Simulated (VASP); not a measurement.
# SiO2 (Pbcn) in VASP: relaxation of the atoms with PBE

Aim: the relaxation of the atoms of SiO2 with PBE.

All numbers are computed with VASP 6.6.1; they aren't measurements. Logs are shortened: lines on timing, memory, paths and dates and some standing lists are left out, and cuts for length are marked.

### 1 The cell of the first run

The structure is orthorhombic, space group Pbcn (No. 60). The conventional cell has a = 4.097 Å, b = 5.046 Å, c = 4.495 Å, α = 90.00°, β = 90.00°, γ = 90.00°. Within 2.3 Å of Si (site symmetry 2) lie 6 O at 1.74 to 1.85 Å. O (site symmetry 1) has 3 Si at 1.74 to 1.85 Å within 2.3 Å.

### 2 Relaxation of the atoms, PBE

Contents of INCAR:

```
ALGO = Normal ; EDIFF = 1E-6
EDIFFG = -0.02 ; ENCUT = 520
GGA = PE ; IBRION = 2
ISIF = 2 ; ISMEAR = -1
LASPH = T ; LCHARG = F
LREAL = F ; LWAVE = F
NELM = 80 ; NSW = 80
PREC = Accurate ; SIGMA = 0.02
```

Contents of KPOINTS:

```
k-points
0
Gamma
  5 4 4
```

Contents of POSCAR:

```
SiO2
1.0
    4.0970000000      0.0000000000      0.0000000000
    0.0000000000      5.0462000000      0.0000000000
    0.0000000000      0.0000000000      4.4946000000
Si O
4 8
Direct
    0.0000000000      0.1522000000      0.2500000000
    0.5000000000      0.3478000000      0.7500000000
    0.0000000000      0.8478000000      0.7500000000
    0.5000000000      0.6522000000      0.2500000000
    0.7336000000      0.6245000000      0.9186000000
    0.7664000000      0.8755000000      0.4186000000
    0.2336000000      0.8755000000      0.0814000000
    0.2664000000      0.6245000000      0.5814000000
    0.2664000000      0.3755000000      0.0814000000
    0.2336000000      0.1245000000      0.5814000000
    0.7664000000      0.1245000000      0.9186000000
    0.7336000000      0.3755000000      0.4186000000
```

Potentials or basis: VASP PAW PBE potentials, release 64 (Si, O).

Started as:

```sh
$ cat potpaw_PBE.64/Si/POTCAR potpaw_PBE.64/O/POTCAR > POTCAR
$ mpirun -np 1 vasp_std > vasp.out
```

OUTCAR:

```text
EDIFF = 1E-6
   EDIFFG = -0.02
   ENCUT = 520
   GGA = PE
   IBRION = 2
   ISIF = 2
   ISMEAR = -1
   LASPH = T
   LREAL = F
   NELM = 80
   NSW = 80
   PREC = Accurate

 ion  position               nearest neighbor table
   1  0.000  0.152  0.250-   9 1.74  12 1.74  11 1.78  10 1.78   6 1.85   7 1.85   3 2.72   3 2.72

   2  0.500  0.348  0.750-  10 1.74  11 1.74   9 1.78  12 1.78   5 1.85   8 1.85   4 2.72   4 2.72

   3  0.000  0.848  0.750-   5 1.74   8 1.74   7 1.78   6 1.78  10 1.85  11 1.85   1 2.72   1 2.72

   4  0.500  0.652  0.250-   6 1.74   7 1.74   5 1.78   8 1.78   9 1.85  12 1.85   2 2.72   2 2.72

   5  0.734  0.624  0.919-   3 1.74   4 1.78   2 1.85
   6  0.766  0.876  0.419-   4 1.74   3 1.78   1 1.85
   7  0.234  0.876  0.081-   4 1.74   3 1.78   1 1.85
   8  0.266  0.624  0.581-   3 1.74   4 1.78   2 1.85
   9  0.266  0.376  0.081-   1 1.74   2 1.78   4 1.85
  10  0.234  0.124  0.581-   2 1.74   1 1.78   3 1.85
  11  0.766  0.124  0.919-   2 1.74   1 1.78   3 1.85
  12  0.734  0.376  0.419-   1 1.74   2 1.78   4 1.85

  LATTYP: Found a simple orthorhombic cell.
 ALAT       =     4.0970000000
 B/A-ratio  =     1.0970466195
 C/A-ratio  =     1.2316817183

  Lattice vectors:

 A1 = (  -4.0970000000,   0.0000000000,   0.0000000000)
 A2 = (   0.0000000000,   0.0000000000,   4.4946000000)
 A3 = (   0.0000000000,   5.0462000000,   0.0000000000)

Analysis of symmetry for initial positions (statically):
=====================================================================
 Subroutine PRICEL returns:
 Original cell was already a primitive cell.

 Routine SETGRP: Setting up the symmetry group for a
 simple orthorhombic supercell.

 Subroutine GETGRP returns: Found  8 space group operations
 (whereof  2 operations were pure point group operations)
 out of a pool of  8 trial point group operations.

The static configuration has the point symmetry S_2 .
 The point group associated with its full space group is D_2h.

Analysis of symmetry for dynamics (positions and initial velocities):
=====================================================================
 Subroutine PRICEL returns:
 Original cell was already a primitive cell.

 Routine SETGRP: Setting up the symmetry group for a
 simple orthorhombic supercell.

 Subroutine GETGRP returns: Found  8 space group operations
 (whereof  2 operations were pure point group operations)
 out of a pool of  8 trial point group operations.

The dynamic configuration has the point symmetry S_2 .
 The point group associated with its full space group is D_2h.

 Subroutine INISYM returns: Found  8 space group operations
 (whereof  2 operations are pure point group operations),
 and found     1 'primitive' translations

----------------------------------------------------------------------------------------

                                     Primitive cell

  volume of cell :      92.9226

  direct lattice vectors                    reciprocal lattice vectors
     4.097000000  0.000000000  0.000000000     0.244081035  0.000000000  0.000000000
     0.000000000  5.046200000  0.000000000     0.000000000  0.198168919  0.000000000
     0.000000000  0.000000000  4.494600000     0.000000000  0.000000000  0.222489209

  length of vectors
     4.097000000  5.046200000  4.494600000     0.244081035  0.198168919  0.222489209

  position of ions in fractional coordinates (direct lattice)
     0.000000000  0.152200000  0.250000000
     0.500000000  0.347800000  0.750000000
     0.000000000  0.847800000  0.750000000
     0.500000000  0.652200000  0.250000000
     0.733600000  0.624500000  0.918600000
     0.766400000  0.875500000  0.418600000
     0.233600000  0.875500000  0.081400000
     0.266400000  0.624500000  0.581400000
     0.266400000  0.375500000  0.081400000
     0.233600000  0.124500000  0.581400000
     0.766400000  0.124500000  0.918600000
     0.733600000  0.375500000  0.418600000

  ion indices of the primitive-cell ions
   primitive index   ion index
                 1           1
                 2           2
                 3           3
                 4           4
                 5           5
                 6           6
                 7           7
                 8           8
                 9           9
                10          10
                11          11
                12          12

----------------------------------------------------------------------------------------

 KPOINTS: k-points

Automatic generation of k-mesh.
 Grid dimensions read from file:
 generate k-points for:    5    4    4

 Generating k-lattice:

  Cartesian coordinates                     Fractional coordinates (reciprocal lattice)
     0.048816207  0.000000000  0.000000000     0.200000000  0.000000000  0.000000000
     0.000000000  0.049542230  0.000000000     0.000000000  0.250000000  0.000000000
     0.000000000  0.000000000  0.055622302     0.000000000  0.000000000  0.250000000

  Length of vectors
     0.048816207  0.049542230  0.055622302

  Shift w.r.t. Gamma in fractional coordinates (k-lattice)
     0.000000000  0.000000000  0.000000000

 Subroutine IBZKPT returns following result:
 ===========================================

 Found     27 irreducible k-points:

 Following reciprocal coordinates:
            Coordinates               Weight
  0.000000  0.000000  0.000000      1.000000
  0.200000  0.000000  0.000000      2.000000
  0.400000  0.000000  0.000000      2.000000
  0.000000  0.250000  0.000000      2.000000
  0.200000  0.250000  0.000000      4.000000
  0.400000  0.250000  0.000000      4.000000
[... 16 lines left out ...]
  0.200000  0.250000  0.500000      4.000000
  0.400000  0.250000  0.500000      4.000000
 [... further k-points ...]
   k-points           NKPTS =     27   k-points in BZ     NKDIM =     27   number of bands    NBANDS=     39
   number of dos      NEDOS =    301   number of ions     NIONS =     12
   total plane-waves  NPLWV =  43200
   dimension x,y,z NGX =    30 NGY =   40 NGZ =   36
   dimension x,y,z NGXF=    60 NGYF=   80 NGZF=   72
   ions per type =               4   8
   NGX,Y,Z   is equivalent  to a cutoff of  12.17, 13.18, 13.32 a.u.
   NGXF,Y,Z  is equivalent  to a cutoff of  24.35, 26.36, 26.63 a.u.
 SYSTEM =  unknown system
   PREC   = accura    normal or accurate (medium, high low for compatibility)
   ISTART =      0    job   : 0-new  1-cont  2-samecut
   ICHARG =      2    charge: 1-file 2-atom 10-const
   ISPIN  =      1    spin polarized calculation?
   LNONCOLLINEAR =      F non collinear calculations
   LSORBIT =      F    spin-orbit coupling
   LASPH  =      T    aspherical Exc in radial PAW
   ENCUT  =  520.0 eV  38.22 Ry    6.18 a.u.   7.62  9.38  8.36*2*pi/ulx,y,z
   NELM   =     80;   NELMIN=  2; NELMDL= -5     # of ELM steps
   EDIFF  = 0.1E-05   stopping-criterion for ELM
   LREAL  =      F    real-space projection
   EDIFFG = -.2E-01   stopping-criterion for IOM
   NSW    =     80    number of steps for IOM
   IBRION =      2    ionic relax: 0-MD 1-quasi-New 2-CG
   NFREE  =      1    steps in history (QN), initial steepest desc. (CG)
   ISIF   =      2    stress and relaxation
   ISYM   =      2    0-nonsym 1-usesym 2-fastsym
   POTIM  = 0.5000    time-step for ionic-motion
   TEBEG  =    0.0;   TEEND  =   0.0 temperature during run
   PSTRESS=    0.0 pullay stress
   NELECT =      64.0000    total number of electrons
   NUPDOWN=      -1.0000    fix difference up-down
   EMIN   =  10.00;   EMAX   =-10.00  energy-range for DOS
   EFERMI =   0.00;   METHOD = LEGACY
   ISMEAR =    -1;   SIGMA  =   0.02  broadening in eV -4-tet -1-fermi 0-gaus
   EFERMI_NEDOS =   21; number of points for ismear=-14 and -15
   IALGO  =     38    algorithm
   IMIX   =      4    mixing-type and parameters
     AMIX     =   0.40;   BMIX     =  1.00
     AMIX_MAG =   1.60;   BMIX_MAG =  1.00
  volume/ion in A,a.u.               =       7.74        52.26
  Fermi-wavevector in a.u.,A,eV,Ry     =   1.445754  2.732078 28.438951  2.090204
  Thomas-Fermi vector in A             =   2.563900
   LORBIT       =      0    0 simple, 1 ext, 2 COOP (PROOUT), +10 PAW based schemes
   GGA     = PE    functional components
   LHFCALC =     F    Hartree Fock is set to
   AEXX    =    0.0000 exact exchange contribution
   IVDW    =     0    specifies the selected vdW correction
   LEPSILON=     F    determine dielectric tensor
   LRPA    =     F    only Hartree local field effects (RPA)
 conjugate gradient relaxation of ions
 non-spin polarized calculation
  energy-cutoff  :      520.00
  volume of cell :       92.92
 maximum number of plane-waves:      2522
   NGX = 15   NGY = 19   NGZ = 17

--------------------------------------- Ionic step        1  -------------------------------------------

 number of electron      63.9999988 magnetization

 Free energy of the ion-electron system (eV)
  ---------------------------------------------------
  ext. energy  EPLUGINS =         0.00000000
  ---------------------------------------------------
  free energy    TOTEN  =       -91.76097575 eV

  energy without entropy =      -91.76097575  energy(sigma->0) =      -91.76097575

------------------------ aborting loop because EDIFF is reached ----------------------------------------

  FORCE on cell =-STRESS in cart. coord.  units (eV):
  Direction    XX          YY          ZZ          XY          YZ          ZX
  --------------------------------------------------------------------------------------
  -------------------------------------------------------------------------------------
  Total        2.0422184      4.1033590      3.9341293      0.0000000      0.0000000      0.0000000
  in kB       35.2120492     70.7503553     67.8324863      0.0000000      0.0000000      0.0000000
  external PRESSURE =      57.9316303 kB  Pullay stress =       0.0000000 kB
[... 215 lines left out ...]
  energy  without entropy=      -91.9011617157  energy(sigma->0) =      -91.90116172

--------------------------------------- Ionic step        6  -------------------------------------------

 number of electron      63.9999983 magnetization

 Free energy of the ion-electron system (eV)
  ---------------------------------------------------
  ext. energy  EPLUGINS =         0.00000000
  ---------------------------------------------------
  free energy    TOTEN  =       -91.90156740 eV

  energy without entropy =      -91.90156740  energy(sigma->0) =      -91.90156740

 E-fermi :   8.2975     XC(G=0): -12.3280

 val. band max:        7.8694089504   @ k =   0.0000   0.0000   0.0000
 cond. band min:      13.4607836444   @ k =   0.0000   0.0000   0.0000
 fundamental gap:      5.5913746941
 Fermi energy:         8.2974579026

 k-point     1 :       0.0000    0.0000    0.0000
  band No.  band energies     occupation
      1     -14.1273      2.00000
      2     -11.3763      2.00000
      3     -11.1273      2.00000
      4     -10.8422      2.00000
      5     -10.5897      2.00000
      6      -9.8842      2.00000
[... 997 lines left out ...]
     38      18.6623      0.00000
     39      19.0733      0.00000

 [... further k-points ...]

------------------------ aborting loop because EDIFF is reached ----------------------------------------

  FORCE on cell =-STRESS in cart. coord.  units (eV):
  Direction    XX          YY          ZZ          XY          YZ          ZX
  --------------------------------------------------------------------------------------
  -------------------------------------------------------------------------------------
  Total        2.6496063      3.4234693      3.8278968      0.0000000      0.0000000     -0.0000000
  in kB       45.6846666     59.0276572     66.0008200      0.0000000      0.0000000     -0.0000000
  external PRESSURE =      56.9043813 kB  Pullay stress =       0.0000000 kB
[... 27 lines left out ...]
  FREE ENERGIE OF THE ION-ELECTRON SYSTEM (eV)
  ---------------------------------------------------
  free  energy   TOTEN  =       -91.9015674004 eV

  energy  without entropy=      -91.9015674003  energy(sigma->0) =      -91.90156740

 reached required accuracy - stopping structural energy minimisation
```

Wall time 3.9 min (1 thread of Intel Xeon Platinum 8488C (Sapphire Rapids), shared host); peak memory 0.23 GiB.

Results:

| Item | Value |
| --- | --- |
| Free energy | -91.9016 eV |
| Energy gained by relaxing | 11.7 meV/atom |
| Ionic steps | 6 |
| Pressure after relaxing | 5.7 GPa |
| Largest force after relaxing | 0.006 eV/Å |
| Band gap on the k mesh | 5.59 eV |

Forces in eV/Å, atoms in the order of the input:
```
Si   0.000  0.006  0.000
Si   0.000 -0.006  0.000
Si   0.000 -0.006  0.000
Si   0.000  0.006  0.000
O   -0.003  0.002  0.002
O    0.003 -0.002  0.002
O   -0.003 -0.002 -0.002
O    0.003  0.002 -0.002
O    0.003 -0.002 -0.002
O   -0.003  0.002 -0.002
O    0.003  0.002  0.002
O   -0.003 -0.002  0.002
```

Stress tensor (GPa, compression positive):
```
4.57 0.00 0.00
0.00 5.90 0.00
0.00 0.00 6.60
```

Step by step:
```csv
step,energy change (eV),largest force (eV/Å),pressure (GPa)
1,0.0000,0.9982,5.79
2,-0.0743,0.6897,7.44
3,-0.1250,0.2009,6.36
4,-0.1378,0.0868,5.94
5,-0.1402,0.0438,5.66
6,-0.1406,0.0063,5.69
```

Final structure:
```yaml
crystal:
  lattice:
    - [4.09700, 0.00000, 0.00000]
    - [0.00000, 5.04620, 0.00000]
    - [0.00000, 0.00000, 4.49460]
  atoms:
    - { symbol: Si, position: [0.00000, 0.15267, 0.25000] }
    - { symbol: Si, position: [0.50000, 0.34733, 0.75000] }
    - { symbol: Si, position: [0.00000, 0.84733, 0.75000] }
    - { symbol: Si, position: [0.50000, 0.65267, 0.25000] }
    - { symbol: O, position: [0.73159, 0.61718, 0.91984] }
    - { symbol: O, position: [0.76841, 0.88282, 0.41984] }
    - { symbol: O, position: [0.23159, 0.88282, 0.08016] }
    - { symbol: O, position: [0.26841, 0.61718, 0.58016] }
    - { symbol: O, position: [0.26841, 0.38282, 0.08016] }
    - { symbol: O, position: [0.23159, 0.11718, 0.58016] }
    - { symbol: O, position: [0.76841, 0.11718, 0.91984] }
    - { symbol: O, position: [0.73159, 0.38282, 0.41984] }
```
